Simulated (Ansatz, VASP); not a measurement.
# Os: VASP beside Ansatz

INCAR

```
SYSTEM = Os
PREC = Accurate
ENCUT = 520
EDIFF = 1E-7
ISMEAR = -1
SIGMA = 0.1
LREAL = .False.
LASPH = .True.
NELM = 80
ALGO = Normal
ISIF = 2
LWAVE = .False.
LCHARG = .True.
GGA = PS
LELF = .True.
LVHAR = .True.
NBANDS = 15
```

The input KPOINTS:

```
regular mesh
0
Gamma
  11 11 11
  0 0 0
```

File POSCAR:

```
Os
1.0
    0.0000000000      2.8571226480      2.8571226480
    2.8571226480      0.0000000000      2.8571226480
    2.8571226480      2.8571226480      0.0000000000
Os
2
Direct
    0.1250000000      0.1250000000      0.1250000000
    0.8750000000      0.8750000000      0.8750000000
```

Input for Ansatz:

```yaml
crystal:
  lattice:
    - [0.0, 2.857122648, 2.857122648]
    - [2.857122648, 0.0, 2.857122648]
    - [2.857122648, 2.857122648, 0.0]
  atoms:
    - { symbol: Os, position: [0.125, 0.125, 0.125] }
    - { symbol: Os, position: [0.875, 0.875, 0.875] }
hamiltonian:
  xc: pbesol
  pseudopotentials:
    kind: paw
    azcp:
      Os: "pseudopotentials/Os.paw.azcp"
basis:
  ecutwfc: 420
  fft_grid_basis: typed
kpoints:
  mp_grid: { grid: [11, 11, 11], shift: [0, 0, 0] }
magnetization:
  spin_polarized: false
scf:
  occupations: { method: fermi_dirac, width: 0.1 }
  lower_state_search: "off"
output:
  stress: true
  write_density: true
  write_potential: true
  elf: true
  volumetric_format: npy
```

Alike in both runs: task single point; functional PBEsol; k mesh 11 × 11 × 11; occupations fermi-dirac, width 0.1 eV; no spin polarisation.

```csv
,VASP,Ansatz
version,VASP 6.6.1,Ansatz 0.2.0
potentials or method,"VASP PAW PBE potentials, release 64 (Os), cutoff 520 eV","plane waves (420 eV) with PAW, scalar-relativistic"
valence electrons in the cell,16,32
```

|  | VASP | Ansatz | Ansatz less VASP |
| --- | --- | --- | --- |
| pressure (GPa) | -20.2 | -19.5 | +0.71 |

VASP's potentials were made for PBE, not for PBEsol, and Ansatz warns of the same on its side. VASP's potentials hold 16 valence electrons a cell and Ansatz's 32, so a difference there can come from the potentials and not from the codes.

Neither program's run includes spin-orbit coupling.
